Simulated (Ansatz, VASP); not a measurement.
La: VASP beside Ansatz

```xyz
2
Lattice="3.9242 0.0000 0.0000 -1.9621 3.3984 0.0000 0.0000 0.0000 6.1980" Properties=species:S:1:pos:R:3 pbc="T T T"
La    0.0000    2.2656    1.5495
La    1.9621    1.1328    4.6485
```

Alike in both runs: task single point; functional r2SCAN; k mesh 11 × 11 × 6; occupations fermi-dirac, width 0.1 eV; no spin polarisation.

|  | VASP | Ansatz |
| --- | --- | --- |
| version | VASP 6.6.1 | Ansatz 0.2.0 |
| potentials or method | VASP PAW PBE potentials, release 64 (La), cutoff 520 eV | plane waves (500 eV) with PAW, scalar-relativistic |
| valence electrons in the cell | 22 | 22 |

Ansatz gave:

* pressure (GPa): -1.7
* traceless stress, the component that is largest in VASP (GPa): -0.12

**Question.** Estimate VASP's values.

**Answer.** Pressure (GPa): -1.7; traceless stress, the component that is largest in VASP (GPa): -0.13.

VASP's potentials were made for PBE, not for r2SCAN.

Spin-orbit coupling is off throughout.
